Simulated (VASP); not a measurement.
Input of a VASP 6.6.1 run:

File INCAR:

```
SYSTEM = ZnSnN2
  ALGO = Normal
  EDIFF = 1E-6
  ENCUT = 520
  GGA = PS
  ISIF = 2
  ISMEAR = 1
  LASPH = .True.
  LCHARG = .False.
  LREAL = .False.
  LWAVE = .False.
  NBANDS = 26
  NELM = 60
  PREC = Accurate
  SIGMA = 0.2
```

Contents of KPOINTS:

```
k-points
0
Gamma
  6 6 4
  0 0 0
```

POSCAR

```
ZnSnN2
1.0
    3.2065606148      0.0000000000      0.0000000000
    0.0000000000      3.2065606148      0.0000000000
    0.0000000000      0.0000000000      4.3142270821
Zn N Sn
1 2 1
Direct
    0.0000000000      0.0000000000      0.0000000000
    0.0000000000      0.0000000000      0.5000000000
    0.5000000000      0.5000000000      0.0000000000
    0.5000000000      0.5000000000      0.5000000000
```

Potentials or basis: VASP PAW PBE potentials, release 64 (Zn, N, Sn_d).

The run is started by

```sh
$ cat potpaw_PBE.64/Zn/POTCAR potpaw_PBE.64/N/POTCAR potpaw_PBE.64/Sn_d/POTCAR > POTCAR
$ mpirun -np 1 vasp_std > vasp.out
```

(1) Predict the band gap on the k mesh.

(2) Estimate the pressure.

Answers

(1) zero (band 18 reaches 8.30 eV, above the bottom of band 19 at 6.03 eV).

(2) 0.5 GPa.

Caveat: the k points lie up to 0.36 Å⁻¹ apart; the PAW data sets were made with another functional, which shifts forces and pressure a little; spin-orbit coupling is left out, which moves the levels of the heavy elements.
